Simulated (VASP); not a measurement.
## Al: single point with PBEsol

The system is Al, a slab with vacuum.

```
CELL_PARAMETERS angstrom
2.83945 0.00000 0.00000
0.00000 2.83945 0.00000
0.00000 0.00000 24.03120
ATOMIC_POSITIONS crystal
Al 0.00000 0.00000 0.33023
Al 0.50000 0.50000 0.41494
Al 0.00000 0.00000 0.50000
Al 0.50000 0.50000 0.58506
Al 0.00000 0.00000 0.66977
```

```yaml
Program: VASP 6.6.1
Task: single point
Functional: PBEsol
Potentials_or_basis: VASP PAW PBE potentials, release 64 (Al)
Cutoff: 520 eV
k_mesh: 14 × 14 × 1
Occupations: fermi-dirac, width 0.08 eV
Spin: no spin polarisation
```

| Item | Value |
| --- | --- |
| Largest force | 0.011 eV/Å |
| Band gap on the k mesh | zero (an odd number of electrons rules out a gap without spin polarisation) |

Forces in eV/Å, atoms in the order of the input:
```
Al   0.000  0.000 -0.002
Al   0.000  0.000  0.000
Al   0.000  0.000 -0.003
Al   0.000  0.000 -0.007
Al   0.000  0.000  0.011
```

Levels at points of the mesh, in eV from the Fermi level:
```csv
k point,band 5,band 6,band 7,band 8,band 9,band 10,band 11,band 12
"(0.00, 0.00, 0.00)",-4.05,-2.19,0.86,2.89,3.63,4.77,5.39,5.69
"(0.50, 0.00, 0.00)",-4.00,-3.98,-2.22,-1.93,0.02,0.70,1.73,2.54
"(0.50, 0.50, 0.00)",-1.22,-1.13,-0.49,-0.34,-0.34,-0.02,1.00,1.44
```

Run time: 74 s on 1 thread of Intel(R) Xeon(R) 6975P-C (Granite Rapids) (shared host), peak memory 0.32 GiB.

Caveat: the PAW data sets were made with another functional, which shifts forces and pressure a little.
